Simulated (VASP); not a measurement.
A run of VASP 6.6.1 is set up as follows.

The input INCAR:

```
SYSTEM = Pb
ALGO = Normal
EDIFF = 1E-6
ENCUT = 520
GGA = PS
ISIF = 2
ISMEAR = -1
LASPH = .TRUE.
LCHARG = .TRUE.
LELF = .TRUE.
LREAL = .FALSE.
LVHAR = .TRUE.
LWAVE = .FALSE.
NBANDS = 13
NELM = 60
PREC = Accurate
SIGMA = 0.05
```

File KPOINTS:

```
k-points
0
G
  9 9 9
  0 0 0
```

File POSCAR:

```
Pb
1.0
   -1.8953829916      1.8953829916      1.8953829916
    1.8953829916     -1.8953829916      1.8953829916
    1.8953829916      1.8953829916     -1.8953829916
Pb
1
Direct
    0.0000000000      0.0000000000      0.0000000000
```

Potentials or basis: VASP PAW PBE potentials, release 64 (Pb_d).

Command:

```console
$ cat potpaw_PBE.64/Pb_d/POTCAR > POTCAR
$ mpirun -np 1 vasp_std > vasp.out
```

(1) What does it give for the pressure?

(2) What does it give for the band gap on the k mesh?

## Answers

(1) 4.9 GPa.

(2) zero (band 7 reaches 17.02 eV, above the bottom of band 8 at 5.99 eV).

Caveat: the PAW data sets were made with another functional, which shifts forces and pressure a little; spin-orbit coupling is left out, which moves the levels of the heavy elements.
